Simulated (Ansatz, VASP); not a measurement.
## GaP in VASP and in Ansatz

INCAR

```
PREC     = Accurate       # precision mode
ENCUT    = 520            # plane-wave cutoff, eV
EDIFF    = 1E-6           # SCF threshold, eV
ISMEAR   = 0              # smearing method
SIGMA    = 0.05           # smearing width, eV
LREAL    = False          # projectors in reciprocal space
LASPH    = True           # aspherical terms in the spheres
NELM     = 100            # most SCF steps
ALGO     = Normal         # electronic algorithm
ISIF     = 2              # what is computed and relaxed
LWAVE    = False          # write WAVECAR
LCHARG   = False          # write CHGCAR
LDIPOL   = True         
IDIPOL   = 3            
DIPOL    = 0.5 0.5 0.500
GGA      = PE             # functional
NBANDS   = 56             # bands
```

File KPOINTS:

```
regular mesh
0
Gamma
  7 7 1
```

File POSCAR:

```
GaP
1.0
    3.8926748906      0.0000000000      0.0000000000
    0.0000000000      3.8926748906      0.0000000000
    0.0000000000      0.0000000000     27.3864156544
P Ga
5 5
Direct
    0.0000000000      0.5000000000      0.2738584010
    0.5000000000      0.0000000000      0.3743657783
    0.0000000000      0.5000000000      0.4748731557
    0.5000000000      0.0000000000      0.5753805330
    0.0000000000      0.5000000000      0.6758879103
    0.5000000000      0.5000000000      0.3241120897
    0.0000000000      0.0000000000      0.4246194670
    0.5000000000      0.5000000000      0.5251268443
    0.0000000000      0.0000000000      0.6256342217
    0.5000000000      0.5000000000      0.7261415990
```

Input for Ansatz:

```yaml
crystal:
  lattice:
    - [3.8926748906, 0.0, 0.0]
    - [0.0, 3.8926748906, 0.0]
    - [0.0, 0.0, 27.3864156544]
  atoms:
    - { symbol: P, position: [0.0, 0.5, 0.273858401] }
    - { symbol: Ga, position: [0.5, 0.5, 0.3241120897] }
    - { symbol: P, position: [0.5, 0.0, 0.3743657783] }
    - { symbol: Ga, position: [0.0, 0.0, 0.424619467] }
    - { symbol: P, position: [0.0, 0.5, 0.4748731557] }
    - { symbol: Ga, position: [0.5, 0.5, 0.5251268443] }
    - { symbol: P, position: [0.5, 0.0, 0.575380533] }
    - { symbol: Ga, position: [0.0, 0.0, 0.6256342217] }
    - { symbol: P, position: [0.0, 0.5, 0.6758879103] }
    - { symbol: Ga, position: [0.5, 0.5, 0.726141599] }
basis:
  ecutwfc: 420
kpoints:
  mp_grid: { grid: [7, 7, 1] }
hamiltonian:
  xc: pbe
scf:
  occupations: { method: gaussian, width: 0.05 }
output:
  forces: true
  stress: true
  eigenvalues: true
  write_density: true
  write_potential: true
  elf: true
  volumetric_format: npy
efield:
  axis: 3
  dipole_correction: true
  ramp_width: 0.04
```

Alike in both runs: task single point; functional PBE; k mesh 7 × 7 × 1; occupations gaussian, width 0.05 eV; no spin polarisation.

|  | VASP | Ansatz |
| --- | --- | --- |
| version | VASP 6.6.1 | Ansatz 0.2.0 |
| potentials or method | VASP PAW PBE potentials, release 64 (P, Ga_d), cutoff 520 eV | scalar-relativistic, plane waves, PAW |
| valence electrons in the cell | 90 | 90 |

```csv
,VASP,Ansatz,Ansatz less VASP
gap on the k mesh at the Fermi level (eV),none,none,-
rms of the force components (eV/Å),0.200,0.198,-0.0019
```

A gap of «none» marks a metal or a gap that the smearing closes. The functional is the same, so the differences come from potentials, cutoffs and numerics. Ansatz's warnings: xc potential rough in thin density.
